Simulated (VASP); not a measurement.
# Zr (Pm-3m) in VASP: single point with LDA

Aim: the single point of Zr with LDA.

Everything below comes from runs of VASP 6.6.1. Logs are shortened: lines on timing, memory, paths and dates and some standing lists are left out, and cuts for length are marked.

## 1. The cell of the first run

It takes space group Pm-3m (No. 221, cubic). The conventional cell has a = 4.365 Å, b = 4.365 Å, c = 4.365 Å, α = 90.00°, β = 90.00°, γ = 90.00°. Within 5.7 Å of Zr (site symmetry m-3m) lie 6 Zr at 4.37 Å.

This isn't the form of Zr at room conditions, which is hcp.

## 2. Single point, LDA

Contents of INCAR:

```
PREC = Accurate ; ENCUT = 500
EDIFF = 1E-6 ; ISMEAR = -1
SIGMA = 0.05 ; LREAL = F
LASPH = T ; NELM = 120
ALGO = Normal ; ISIF = 2
LWAVE = F ; LCHARG = F
GGA = CA ; NBANDS = 12
GGA_COMPAT = F
```

Contents of KPOINTS:

```
Automatic mesh
0
Gamma
  5 5 5
```

Contents of POSCAR:

```
Zr
1.0
    4.3652000000      0.0000000000      0.0000000000
    0.0000000000      4.3652000000      0.0000000000
    0.0000000000      0.0000000000      4.3652000000
Zr
1
Direct
    0.0000000000      0.0000000000      0.0000000000
```

Potentials or basis: VASP PAW LDA potentials, release 64 (Zr_sv).

Launch:

```sh
$ cat potpaw_LDA.64/Zr_sv/POTCAR > POTCAR
$ mpirun -np 1 vasp_std > vasp.out
```

OUTCAR:

```text
PREC = Accurate
   ENCUT = 500
   EDIFF = 1E-6
   ISMEAR = -1
   LREAL = F
   LASPH = T
   NELM = 120
   ISIF = 2
   GGA = CA

 ion  position               nearest neighbor table
   1  0.000  0.000  0.000-

  LATTYP: Found a simple cubic cell.
 ALAT       =     4.3652000000

  Lattice vectors:

 A1 = (   4.3652000000,   0.0000000000,   0.0000000000)
 A2 = (   0.0000000000,   4.3652000000,   0.0000000000)
 A3 = (   0.0000000000,   0.0000000000,   4.3652000000)

Analysis of symmetry for initial positions (statically):
=====================================================================
 Subroutine PRICEL returns:
 Original cell was already a primitive cell.

 Routine SETGRP: Setting up the symmetry group for a
 simple cubic supercell.

 Subroutine GETGRP returns: Found 48 space group operations
 (whereof 48 operations were pure point group operations)
 out of a pool of 48 trial point group operations.

The static configuration has the point symmetry O_h .

Analysis of symmetry for dynamics (positions and initial velocities):
=====================================================================
 Subroutine PRICEL returns:
 Original cell was already a primitive cell.

 Routine SETGRP: Setting up the symmetry group for a
 simple cubic supercell.

 Subroutine GETGRP returns: Found 48 space group operations
 (whereof 48 operations were pure point group operations)
 out of a pool of 48 trial point group operations.

The dynamic configuration has the point symmetry O_h .

 Subroutine INISYM returns: Found 48 space group operations
 (whereof 48 operations are pure point group operations),
 and found     1 'primitive' translations

----------------------------------------------------------------------------------------

                                     Primitive cell

  volume of cell :      83.1788

  direct lattice vectors                    reciprocal lattice vectors
     4.365200000  0.000000000  0.000000000     0.229084578  0.000000000  0.000000000
     0.000000000  4.365200000  0.000000000     0.000000000  0.229084578  0.000000000
     0.000000000  0.000000000  4.365200000     0.000000000  0.000000000  0.229084578

  length of vectors
     4.365200000  4.365200000  4.365200000     0.229084578  0.229084578  0.229084578

  position of ions in fractional coordinates (direct lattice)
     0.000000000  0.000000000  0.000000000

  ion indices of the primitive-cell ions
   primitive index   ion index
                 1           1

----------------------------------------------------------------------------------------

 KPOINTS: Automatic mesh

Automatic generation of k-mesh.
 Grid dimensions read from file:
 generate k-points for:    5    5    5

 Generating k-lattice:

  Cartesian coordinates                     Fractional coordinates (reciprocal lattice)
     0.045816916  0.000000000  0.000000000     0.200000000  0.000000000  0.000000000
     0.000000000  0.045816916  0.000000000     0.000000000  0.200000000  0.000000000
     0.000000000  0.000000000  0.045816916     0.000000000  0.000000000  0.200000000

  Length of vectors
     0.045816916  0.045816916  0.045816916

  Shift w.r.t. Gamma in fractional coordinates (k-lattice)
     0.000000000  0.000000000  0.000000000

 Subroutine IBZKPT returns following result:
 ===========================================

 Found     10 irreducible k-points:

 Following reciprocal coordinates:
            Coordinates               Weight
  0.000000  0.000000  0.000000      1.000000
  0.200000  0.000000  0.000000      6.000000
  0.400000  0.000000  0.000000      6.000000
  0.200000  0.200000  0.000000     12.000000
  0.400000  0.200000  0.000000     24.000000
  0.400000  0.400000  0.000000     12.000000
  0.200000  0.200000  0.200000      8.000000
  0.400000  0.200000  0.200000     24.000000
  0.400000  0.400000  0.200000     24.000000
  0.400000  0.400000  0.400000      8.000000
   k-points           NKPTS =     10   k-points in BZ     NKDIM =     10   number of bands    NBANDS=     12
   number of dos      NEDOS =    301   number of ions     NIONS =      1
   total plane-waves  NPLWV =  32768
   dimension x,y,z NGX =    32 NGY =   32 NGZ =   32
   dimension x,y,z NGXF=    64 NGYF=   64 NGZF=   64
   ions per type =               1
   NGX,Y,Z   is equivalent  to a cutoff of  12.19, 12.19, 12.19 a.u.
   NGXF,Y,Z  is equivalent  to a cutoff of  24.37, 24.37, 24.37 a.u.
 SYSTEM =  unknown system
   PREC   = accura    normal or accurate (medium, high low for compatibility)
   ISTART =      0    job   : 0-new  1-cont  2-samecut
   ICHARG =      2    charge: 1-file 2-atom 10-const
   ISPIN  =      1    spin polarized calculation?
   LNONCOLLINEAR =      F non collinear calculations
   LSORBIT =      F    spin-orbit coupling
   LASPH  =      T    aspherical Exc in radial PAW
   ENCUT  =  500.0 eV  36.75 Ry    6.06 a.u.   7.96  7.96  7.96*2*pi/ulx,y,z
   NELM   =    120;   NELMIN=  2; NELMDL= -5     # of ELM steps
   EDIFF  = 0.1E-05   stopping-criterion for ELM
   LREAL  =      F    real-space projection
   EDIFFG = 0.1E-04   stopping-criterion for IOM
   NSW    =      0    number of steps for IOM
   IBRION =     -1    ionic relax: 0-MD 1-quasi-New 2-CG
   NFREE  =      0    steps in history (QN), initial steepest desc. (CG)
   ISIF   =      2    stress and relaxation
   ISYM   =      2    0-nonsym 1-usesym 2-fastsym
   POTIM  = 0.5000    time-step for ionic-motion
   TEBEG  =    0.0;   TEEND  =   0.0 temperature during run
   PSTRESS=    0.0 pullay stress
   NELECT =      12.0000    total number of electrons
   NUPDOWN=      -1.0000    fix difference up-down
   EMIN   =  10.00;   EMAX   =-10.00  energy-range for DOS
   EFERMI =   0.00;   METHOD = LEGACY
   ISMEAR =    -1;   SIGMA  =   0.05  broadening in eV -4-tet -1-fermi 0-gaus
   EFERMI_NEDOS =   21; number of points for ismear=-14 and -15
   IALGO  =     38    algorithm
   IMIX   =      4    mixing-type and parameters
     AMIX     =   0.40;   BMIX     =  1.00
     AMIX_MAG =   1.60;   BMIX_MAG =  1.00
  volume/ion in A,a.u.               =      83.18       561.32
  Fermi-wavevector in a.u.,A,eV,Ry     =   0.858614  1.622544 10.030451  0.737217
  Thomas-Fermi vector in A             =   1.975845
   LORBIT       =      0    0 simple, 1 ext, 2 COOP (PROOUT), +10 PAW based schemes
   GGA     = CA    functional components
   LHFCALC =     F    Hartree Fock is set to
   AEXX    =    0.0000 exact exchange contribution
   IVDW    =     0    specifies the selected vdW correction
   LEPSILON=     F    determine dielectric tensor
   LRPA    =     F    only Hartree local field effects (RPA)
 non-spin polarized calculation
  energy-cutoff  :      500.00
  volume of cell :       83.18
 maximum number of plane-waves:      2139
 NGX is ok and might be reduce to    32
   NGX = 15   NGY = 15   NGZ = 15

 number of electron      11.9999999 magnetization

 Free energy of the ion-electron system (eV)
  ---------------------------------------------------
  ext. energy  EPLUGINS =         0.00000000
  ---------------------------------------------------
  free energy    TOTEN  =        -3.91019527 eV

  energy without entropy =       -3.83918394  energy(sigma->0) =       -3.87468961

 E-fermi :   0.0443     XC(G=0):  -6.4434

 val. band max:        0.0402625047   @ k =   0.2000   0.2000   0.2000
 cond. band min:       0.0831307825   @ k =   0.4000   0.2000   0.2000
 fundamental gap:      0.0428682778
 Fermi energy:         0.0443248070

 k-point     1 :       0.0000    0.0000    0.0000
  band No.  band energies     occupation
      1     -50.2103      2.00000
      2     -28.2651      2.00000
      3     -28.2651      2.00000
      4     -28.2651      2.00000
      5      -2.5621      2.00000
      6      -0.2933      1.99767
      7      -0.2933      1.99767
      8       1.0393      0.00000
      9       1.0394      0.00000
     10       1.0394      0.00000
     11       5.7142      0.00000
     12       5.7142      0.00000

 k-point     2 :       0.2000    0.0000    0.0000
  band No.  band energies     occupation
      1     -50.2101      2.00000
      2     -28.2704      2.00000
      3     -28.2647      2.00000
      4     -28.2647      2.00000
      5      -2.2385      2.00000
      6      -0.2459      1.99399
      7      -0.1322      1.94303
      8       0.8747      0.00000
      9       0.8747      0.00000
     10       1.0528      0.00000
     11       3.9272      0.00000
     12       6.1793      0.00000

 k-point     3 :       0.4000    0.0000    0.0000
  band No.  band energies     occupation
      1     -50.2098      2.00000
      2     -28.2789      2.00000
      3     -28.2641      2.00000
      4     -28.2641      2.00000
      5      -1.5388      2.00000
      6      -0.1662      1.97074
      7       0.2611      0.02585
      8       0.6425      0.00001
      9       0.6425      0.00001
     10       1.0747      0.00000
     11       1.9833      0.00000
     12       7.0915      0.00000

 k-point     4 :       0.2000    0.2000    0.0000
  band No.  band energies     occupation
      1     -50.2099      2.00000
      2     -28.2700      2.00000
      3     -28.2700      2.00000
      4     -28.2643      2.00000
      5      -1.9098      2.00000
      6      -0.1464      1.95682
      7      -0.0069      1.47135
      8       0.6685      0.00001
      9       0.8761      0.00000
     10       0.9127      0.00000
     11       4.3107      0.00000
     12       4.3284      0.00000

 k-point     5 :       0.4000    0.2000    0.0000
  band No.  band energies     occupation
      1     -50.2097      2.00000
      2     -28.2785      2.00000
      3     -28.2694      2.00000
      4     -28.2637      2.00000
      5      -1.2030      2.00000
      6      -0.0407      1.69146
      7       0.1233      0.34147
      8       0.6682      0.00001
      9       0.7597      0.00000
     10       0.9267      0.00000
     11       2.2106      0.00000
     12       5.1676      0.00000

 k-point     6 :       0.4000    0.4000    0.0000
  band No.  band energies     occupation
      1     -50.2094      2.00000
      2     -28.2779      2.00000
      3     -28.2778      2.00000
      4     -28.2631      2.00000
      5      -0.6280      2.00000
      6      -0.2235      1.99060
      7       0.7057      0.00000
      8       0.7174      0.00000
      9       0.8742      0.00000
     10       0.8926      0.00000
     11       2.4150      0.00000
     12       3.0866      0.00000

 k-point     7 :       0.2000    0.2000    0.2000
  band No.  band energies     occupation
      1     -50.2098      2.00000
      2     -28.2697      2.00000
      3     -28.2696      2.00000
      4     -28.2696      2.00000
      5      -1.5729      2.00000
      6       0.0403      1.04060
      7       0.0403      1.04060
      8       0.6646      0.00001
      9       0.7143      0.00000
     10       0.7143      0.00000
     11       4.6736      0.00000
     12       4.7317      0.00000

 k-point     8 :       0.4000    0.2000    0.2000
  band No.  band energies     occupation
      1     -50.2095      2.00000
      2     -28.2781      2.00000
      3     -28.2690      2.00000
      4     -28.2689      2.00000
      5      -0.8427      2.00000
      6       0.0831      0.63031
      7       0.1440      0.23986
      8       0.4170      0.00116
      9       0.7454      0.00000
     10       0.9592      0.00000
     11       2.4965      0.00000
     12       5.5587      0.00000

 k-point     9 :       0.4000    0.4000    0.2000
  band No.  band energies     occupation
      1     -50.2092      2.00000
      2     -28.2774      2.00000
      3     -28.2774      2.00000
      4     -28.2683      2.00000
      5      -0.2691      1.99621
      6      -0.0607      1.78200
      7       0.3588      0.00370
      8       0.3925      0.00189
      9       1.0164      0.00000
     10       1.1463      0.00000
     11       2.8253      0.00000
     12       3.3759      0.00000

 k-point    10 :       0.4000    0.4000    0.4000
  band No.  band energies     occupation
      1     -50.2089      2.00000
      2     -28.2768      2.00000
      3     -28.2767      2.00000
      4     -28.2767      2.00000
      5      -0.0841      1.85767
      6       0.0359      1.08454
      7       0.0359      1.08453
      8       1.0807      0.00000
      9       1.0807      0.00000
     10       1.5346      0.00000
     11       3.5006      0.00000
     12       3.5006      0.00000

------------------------ aborting loop because EDIFF is reached ----------------------------------------

  FORCE on cell =-STRESS in cart. coord.  units (eV):
  Direction    XX          YY          ZZ          XY          YZ          ZX
  --------------------------------------------------------------------------------------
  -------------------------------------------------------------------------------------
  Total       -3.8882666     -3.8882666     -3.8882666      0.0000000     -0.0000000     -0.0000000
  in kB      -74.8952339    -74.8952339    -74.8952339      0.0000000     -0.0000000     -0.0000000
  external PRESSURE =     -74.8952339 kB  Pullay stress =       0.0000000 kB

 VOLUME and BASIS-vectors are now :
 -----------------------------------------------------------------------------
  energy-cutoff  :      500.00
  volume of cell :       83.18
      direct lattice vectors                 reciprocal lattice vectors
     4.365200000  0.000000000  0.000000000     0.229084578  0.000000000  0.000000000
     0.000000000  4.365200000  0.000000000     0.000000000  0.229084578  0.000000000
     0.000000000  0.000000000  4.365200000     0.000000000  0.000000000  0.229084578

 POSITION                                       TOTAL-FORCE (eV/Angst)
 -----------------------------------------------------------------------------------
      0.00000      0.00000      0.00000         0.000000      0.000000      0.000000
 -----------------------------------------------------------------------------------
    total drift:                                0.000000      0.000000      0.000000

  FREE ENERGIE OF THE ION-ELECTRON SYSTEM (eV)
  ---------------------------------------------------
  free  energy   TOTEN  =        -3.9101952702 eV

  energy  without entropy=       -3.8391839443  energy(sigma->0) =       -3.87468961
```

Run time: 3.5 s. Hardware: 1 thread of Intel Xeon Platinum 8488C (Sapphire Rapids), shared host; peak memory 0.15 GiB.

What came out:

```yaml
Free_energy: -3.9102 eV
Pressure: -7.5 GPa
Band_gap_on_the_k_mesh: zero (bands 6 and 7 overlap by 0.38 eV)
```

Caveat: the cell stands under tension.

The gap in the log of VASP goes by the Fermi energy; the results here count the filled bands.